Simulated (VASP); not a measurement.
# Ba (Im-3m) in VASP: a series of runs

Runs on Ba. Level: PBE. Tasks: relaxation of cell and atoms.

Program: VASP 6.6.1. These are calculated values, not measurements. Logs are shortened: lines on timing, memory, paths and dates and some standing lists are left out, and cuts for length are marked.

### Step 1. The cell of the first run

Symmetry: Im-3m, No. 229, cubic system. Conventional cell: a = 4.629 Å, b = 4.629 Å, c = 4.629 Å, α = 90.00°, β = 90.00°, γ = 90.00°. Ba (site symmetry m-3m) has 14 Ba at 4.01 to 4.63 Å within 5.3 Å.

### Step 2. Relaxation of cell and atoms, PBE, target pressure 2.8 GPa, at which the enthalpy is minimised

INCAR reads:

```
PREC     = Accurate       # precision mode
ENCUT    = 600            # plane-wave cutoff, eV
EDIFF    = 1E-6           # SCF threshold, eV
ISMEAR   = -1             # smearing method
SIGMA    = 0.05           # smearing width, eV
LREAL    = False          # projectors in reciprocal space
LASPH    = True           # aspherical terms in the spheres
NELM     = 60             # most SCF steps
ALGO     = Normal         # electronic algorithm
ISIF     = 3              # what is computed and relaxed
LWAVE    = False          # write WAVECAR
LCHARG   = False          # write CHGCAR
GGA      = PE             # functional
IBRION   = 2              # ionic algorithm
NSW      = 60             # ionic steps
EDIFFG   = -0.005         # ionic threshold
PSTRESS  = 28.0
```

KPOINTS reads:

```
Automatic mesh
0
Gamma
  12 12 12
```

POSCAR reads:

```
Ba
1.0
   -2.3142813301      2.3142813301      2.3142813301
    2.3142813301     -2.3142813301      2.3142813301
    2.3142813301      2.3142813301     -2.3142813301
Ba
1
Direct
    0.0000000000      0.0000000000      0.0000000000
```

Potentials or basis: VASP PAW PBE potentials, release 64 (Ba_sv).

Run with:

```bash
$ cat potpaw_PBE.64/Ba_sv/POTCAR > POTCAR
$ mpirun -np 1 vasp_std > vasp.out
```

OUTCAR:

```text
PREC = Accurate
   ENCUT = 600
   EDIFF = 1E-6
   ISMEAR = -1
   LREAL = False
   LASPH = True
   NELM = 60
   ISIF = 3
   GGA = PE
   IBRION = 2
   NSW = 60
   EDIFFG = -0.005
   PSTRESS = 28.0

 ion  position               nearest neighbor table
   1  0.000  0.000  0.000-

  LATTYP: Found a body centered cubic cell.
 ALAT       =     4.6285626602

  Lattice vectors:

 A1 = (  -2.3142813301,   2.3142813301,   2.3142813301)
 A2 = (   2.3142813301,  -2.3142813301,   2.3142813301)
 A3 = (   2.3142813301,   2.3142813301,  -2.3142813301)

Analysis of symmetry for initial positions (statically):
=====================================================================
 Subroutine PRICEL returns:
 Original cell was already a primitive cell.

 Routine SETGRP: Setting up the symmetry group for a
 body centered cubic supercell.

 Subroutine GETGRP returns: Found 48 space group operations
 (whereof 48 operations were pure point group operations)
 out of a pool of 48 trial point group operations.

The static configuration has the point symmetry O_h .

Analysis of symmetry for dynamics (positions and initial velocities):
=====================================================================
 Subroutine PRICEL returns:
 Original cell was already a primitive cell.

 Routine SETGRP: Setting up the symmetry group for a
 body centered cubic supercell.

 Subroutine GETGRP returns: Found 48 space group operations
 (whereof 48 operations were pure point group operations)
 out of a pool of 48 trial point group operations.

The dynamic configuration has the point symmetry O_h .

 Subroutine INISYM returns: Found 48 space group operations
 (whereof 48 operations are pure point group operations),
 and found     1 'primitive' translations

----------------------------------------------------------------------------------------

                                     Primitive cell

  volume of cell :      49.5802

  direct lattice vectors                    reciprocal lattice vectors
    -2.314281330  2.314281330  2.314281330     0.000000000  0.216049792  0.216049792
     2.314281330 -2.314281330  2.314281330     0.216049792  0.000000000  0.216049792
     2.314281330  2.314281330 -2.314281330     0.216049792  0.216049792  0.000000000

  length of vectors
     4.008452847  4.008452847  4.008452847     0.305540546  0.305540546  0.305540546

  position of ions in fractional coordinates (direct lattice)
     0.000000000  0.000000000  0.000000000

  ion indices of the primitive-cell ions
   primitive index   ion index
                 1           1

----------------------------------------------------------------------------------------

 KPOINTS: Automatic mesh

Automatic generation of k-mesh.
 Grid dimensions read from file:
 generate k-points for:   12   12   12

 Generating k-lattice:

  Cartesian coordinates                     Fractional coordinates (reciprocal lattice)
     0.000000000  0.018004149  0.018004149     0.083333333  0.000000000  0.000000000
     0.018004149  0.000000000  0.018004149     0.000000000  0.083333333  0.000000000
     0.018004149  0.018004149  0.000000000     0.000000000  0.000000000  0.083333333

  Length of vectors
     0.025461712  0.025461712  0.025461712

  Shift w.r.t. Gamma in fractional coordinates (k-lattice)
     0.000000000  0.000000000  0.000000000

 Subroutine IBZKPT returns following result:
 ===========================================

 Found     72 irreducible k-points:

 Following reciprocal coordinates:
            Coordinates               Weight
  0.000000  0.000000  0.000000      1.000000
  0.083333  0.000000  0.000000     12.000000
  0.166667  0.000000  0.000000     12.000000
  0.250000  0.000000  0.000000     12.000000
  0.333333  0.000000  0.000000     12.000000
  0.416667  0.000000  0.000000     12.000000
[... 16 lines left out ...]
  0.333333  0.083333  0.083333     24.000000
  0.416667  0.083333  0.083333     12.000000
 [... further k-points ...]
   k-points           NKPTS =     72   k-points in BZ     NKDIM =     72   number of bands    NBANDS=      9
   number of dos      NEDOS =    301   number of ions     NIONS =      1
   total plane-waves  NPLWV =  32768
   dimension x,y,z NGX =    32 NGY =   32 NGZ =   32
   dimension x,y,z NGXF=    64 NGYF=   64 NGZF=   64
   ions per type =               1
   NGX,Y,Z   is equivalent  to a cutoff of  13.27, 13.27, 13.27 a.u.
   NGXF,Y,Z  is equivalent  to a cutoff of  26.54, 26.54, 26.54 a.u.
 SYSTEM =  unknown system
   PREC   = accura    normal or accurate (medium, high low for compatibility)
   ISTART =      0    job   : 0-new  1-cont  2-samecut
   ICHARG =      2    charge: 1-file 2-atom 10-const
   ISPIN  =      1    spin polarized calculation?
   LNONCOLLINEAR =      F non collinear calculations
   LSORBIT =      F    spin-orbit coupling
   LASPH  =      T    aspherical Exc in radial PAW
   ENCUT  =  600.0 eV  44.10 Ry    6.64 a.u.   8.01  8.01  8.01*2*pi/ulx,y,z
   NELM   =     60;   NELMIN=  2; NELMDL= -5     # of ELM steps
   EDIFF  = 0.1E-05   stopping-criterion for ELM
   LREAL  =      F    real-space projection
   EDIFFG = -.5E-02   stopping-criterion for IOM
   NSW    =     60    number of steps for IOM
   IBRION =      2    ionic relax: 0-MD 1-quasi-New 2-CG
   NFREE  =      1    steps in history (QN), initial steepest desc. (CG)
   ISIF   =      3    stress and relaxation
   ISYM   =      2    0-nonsym 1-usesym 2-fastsym
   POTIM  = 0.5000    time-step for ionic-motion
   TEBEG  =    0.0;   TEEND  =   0.0 temperature during run
   PSTRESS=   28.0 pullay stress
   NELECT =      10.0000    total number of electrons
   NUPDOWN=      -1.0000    fix difference up-down
   EMIN   =  10.00;   EMAX   =-10.00  energy-range for DOS
   EFERMI =   0.00;   METHOD = LEGACY
   ISMEAR =    -1;   SIGMA  =   0.05  broadening in eV -4-tet -1-fermi 0-gaus
   EFERMI_NEDOS =   21; number of points for ismear=-14 and -15
   IALGO  =     38    algorithm
   IMIX   =      4    mixing-type and parameters
     AMIX     =   0.40;   BMIX     =  1.00
     AMIX_MAG =   1.60;   BMIX_MAG =  1.00
  volume/ion in A,a.u.               =      49.58       334.58
  Fermi-wavevector in a.u.,A,eV,Ry     =   0.960075  1.814279 12.541099  0.921745
  Thomas-Fermi vector in A             =   2.089328
   LORBIT       =      0    0 simple, 1 ext, 2 COOP (PROOUT), +10 PAW based schemes
   GGA     = PE    functional components
   LHFCALC =     F    Hartree Fock is set to
   AEXX    =    0.0000 exact exchange contribution
   IVDW    =     0    specifies the selected vdW correction
   LEPSILON=     F    determine dielectric tensor
   LRPA    =     F    only Hartree local field effects (RPA)
 conjugate gradient relaxation of ions
 non-spin polarized calculation
  energy-cutoff  :      600.00
  volume of cell :       49.58
 maximum number of plane-waves:      1686
   NGX = 15   NGY = 15   NGZ = 15

--------------------------------------- Ionic step        1  -------------------------------------------

 number of electron      10.0000001 magnetization

 Free energy of the ion-electron system (eV)
  ---------------------------------------------------
  ext. energy  EPLUGINS =         0.00000000
  ---------------------------------------------------
  free energy    TOTEN  =        -1.79667238 eV

  energy without entropy =       -1.78861403  energy(sigma->0) =       -1.79264320

------------------------ aborting loop because EDIFF is reached ----------------------------------------

  FORCE on cell =-STRESS in cart. coord.  units (eV):
  Direction    XX          YY          ZZ          XY          YZ          ZX
  --------------------------------------------------------------------------------------
  -------------------------------------------------------------------------------------
  Total        0.9698361      0.9698361      0.9698361      0.0000000      0.0000000     -0.0000000
  in kB       31.3401079     31.3401079     31.3401079      0.0000000      0.0000000     -0.0000000
  external PRESSURE =       3.3401079 kB  Pullay stress =      28.0000000 kB
[... 59 lines left out ...]
  enthalpy is  TOTEN    =        -0.9311642648 eV   P V=        0.8795013009

--------------------------------------- Ionic step        3  -------------------------------------------

 number of electron      10.0000001 magnetization

 Free energy of the ion-electron system (eV)
  ---------------------------------------------------
  ext. energy  EPLUGINS =         0.00000000
  ---------------------------------------------------
  free energy    TOTEN  =        -1.81575995 eV

  energy without entropy =       -1.80756039  energy(sigma->0) =       -1.81166017

 E-fermi :   2.4443     XC(G=0):  -8.1447

 val. band max:        2.4262992698   @ k =  -0.4167  -0.4167   0.1667
 cond. band min:       2.4718260463   @ k =   0.2500   0.2500   0.0833
 fundamental gap:      0.0455267766
 Fermi energy:         2.4442774043

 k-point     1 :       0.0000    0.0000    0.0000
  band No.  band energies     occupation
      1     -26.1241      2.00000
      2     -10.8867      2.00000
      3     -10.8867      2.00000
      4     -10.8867      2.00000
      5      -0.3540      2.00000
      6       4.5133      0.00000
      7       4.5133      0.00000
      8       4.5133      0.00000
      9       6.2316      0.00000
[... 265 lines left out ...]
 k-point    24 :       0.4167    0.0833    0.0833
  band No.  band energies     occupation
      1     -26.0120      2.00000
      2     -11.7297      2.00000
      3     -11.2134      2.00000
      4     -10.9603      2.00000
      5       1.7502      2.00000
      6       3.0190      0.00002
      7       4.2391      0.00000
      8       6.4762      0.00000
      9       7.0381      0.00000

 [... further k-points ...]

------------------------ aborting loop because EDIFF is reached ----------------------------------------

  FORCE on cell =-STRESS in cart. coord.  units (eV):
  Direction    XX          YY          ZZ          XY          YZ          ZX
  --------------------------------------------------------------------------------------
  -------------------------------------------------------------------------------------
  Total        0.8817372      0.8817372      0.8817372     -0.0000000      0.0000000     -0.0000000
  in kB       27.9116878     27.9116878     27.9116878     -0.0000000      0.0000000     -0.0000000
  external PRESSURE =      -0.0883122 kB  Pullay stress =      28.0000000 kB
[... 16 lines left out ...]
  FREE ENERGIE OF THE ION-ELECTRON SYSTEM (eV)
  ---------------------------------------------------
  free  energy   TOTEN  =        -1.8157599527 eV

  energy  without entropy=       -1.8075603856  energy(sigma->0) =       -1.81166017

  enthalpy is  TOTEN    =        -0.9312329527 eV   P V=        0.8845270000

 reached required accuracy - stopping structural energy minimisation
```

Run time: 33 s. Hardware: 1 thread of AMD EPYC 9R45 (Zen 5), shared host; peak memory 0.18 GiB.

What came out:

- Free energy: -1.8158 eV
- Relaxed volume: 50.61 Å³/atom
- Relaxed cell: a = 4.036 Å, b = 4.036 Å, c = 4.036 Å, α = 109.47°, β = 109.47°, γ = 109.47°
- Space group after relaxing (to 0.05 Å): Im-3m (No. 229)
- Energy change on relaxing (the enthalpy is what falls): -19.1 meV/atom
- Ionic steps: 3
- Pressure after relaxing: 2.8 GPa
- Band gap on the k mesh: zero (band 5 reaches 3.21 eV, above the bottom of band 6 at 1.54 eV)

Step by step:
```
step  energy change (eV)  largest force (eV/Å)  pressure (GPa)  volume (Å³)
   1              0.0000                0.0000            3.13        49.58
   2             -0.0140                0.0000            2.89        50.33
   3             -0.0191                0.0000            2.79        50.61
```

Final structure:
```xyz
1
Lattice="-2.3302 2.3302 2.3302 2.3302 -2.3302 2.3302 2.3302 2.3302 -2.3302" Properties=species:S:1:pos:R:3 pbc="T T T"
Ba    0.0000    0.0000    0.0000
```

Levels at points of the mesh, in eV from the Fermi level:
```csv
k point,band 3,band 4,band 5,band 6,band 7,band 8
"(0.00, 0.00, 0.00)",-13.33,-13.33,-2.80,2.07,2.07,2.07
"(0.50, 0.00, 0.00)",-13.61,-13.34,-1.06,0.63,2.07,3.88
"(0.50, 0.50, 0.50)",-13.94,-13.94,-0.91,-0.91,5.58,5.58
```

Caveat: the cell is relaxed towards a set pressure, so the enthalpy falls and the energy may rise; spin-orbit coupling is left out, which moves the levels of the heavy elements.

### Step 3. Relaxation of cell and atoms, PBE, target pressure 2.8 GPa, at which the enthalpy is minimised

This run uses another cell than the first one, of 50.05 Å³/atom, 1.010 times its volume.

INCAR reads:

```
ALGO = Normal
EDIFF = 1E-6
EDIFFG = -0.005
ENCUT = 600
GGA = PE
IBRION = 2
ISIF = 3
ISMEAR = -1
LASPH = T
LCHARG = F
LREAL = F
LWAVE = F
NELM = 100
NSW = 32
PREC = Accurate
PSTRESS = 28.0
SIGMA = 0.05
```

KPOINTS reads:

```
k-points
0
Gamma
  12 12 12
```

POSCAR reads:

```
Ba
1.0
   -2.3216264560      2.3216264560      2.3216264560
    2.3216264560     -2.3216264560      2.3216264560
    2.3216264560      2.3216264560     -2.3216264560
Ba
1
Direct
    0.0000000000      0.0000000000      0.0000000000
```

Potentials or basis: VASP PAW PBE potentials, release 64 (Ba_sv).

Run with:

```bash
$ cat potpaw_PBE.64/Ba_sv/POTCAR > POTCAR
$ mpirun -np 1 vasp_std > vasp.out
```

It took 36 s on 1 thread of AMD EPYC 9R45 (Zen 5), shared host; peak memory 0.18 GiB.

It converged, with:

```yaml
Free_energy: -1.8148 eV
Relaxed_volume: 50.56 Å³/atom
Relaxed_cell: a = 4.035 Å, b = 4.035 Å, c = 4.035 Å, α = 109.47°, β = 109.47°, γ = 109.47°
Space_group_after_relaxing_to_0.05_Å: Im-3m (No. 229)
Energy_change_on_relaxing_the_enthalpy_is_what_falls: -9.1 meV/atom
Ionic_steps: 4
Pressure_after_relaxing: 2.8 GPa
Band_gap_on_the_k_mesh: zero (band 5 reaches 3.22 eV, above the bottom of band 6 at 1.54 eV)
```

The path:
```csv
step,energy change (eV),largest force (eV/Å),pressure (GPa),volume (Å³)
1,0.0000,0.0000,2.98,50.05
2,-0.0074,0.0000,2.84,50.46
3,-0.0105,0.0000,2.77,50.64
4,-0.0091,0.0000,2.81,50.56
```

Final structure:
```
CELL_PARAMETERS angstrom
-2.32941 2.32941 2.32941
2.32941 -2.32941 2.32941
2.32941 2.32941 -2.32941
ATOMIC_POSITIONS crystal
Ba 0.00000 0.00000 0.00000
```

Levels at points of the mesh, in eV from the Fermi level:
| k point | band 2 | band 3 | band 4 | band 5 | band 6 | band 7 | band 8 | band 9 |
| --- | --- | --- | --- | --- | --- | --- | --- | --- |
| (0.00, 0.00, 0.00) | -13.33 | -13.33 | -13.33 | -2.80 | 2.07 | 2.07 | 2.07 | 3.79 |
| (0.50, 0.00, 0.00) | -14.23 | -13.61 | -13.34 | -1.06 | 0.63 | 2.08 | 3.88 | 4.56 |
| (0.50, 0.50, 0.50) | -13.94 | -13.94 | -13.94 | -0.91 | -0.91 | 5.59 | 5.59 | 5.59 |

Caveat: the cell is relaxed towards a set pressure, so the enthalpy falls and the energy may rise; spin-orbit coupling is left out, which moves the levels of the heavy elements.
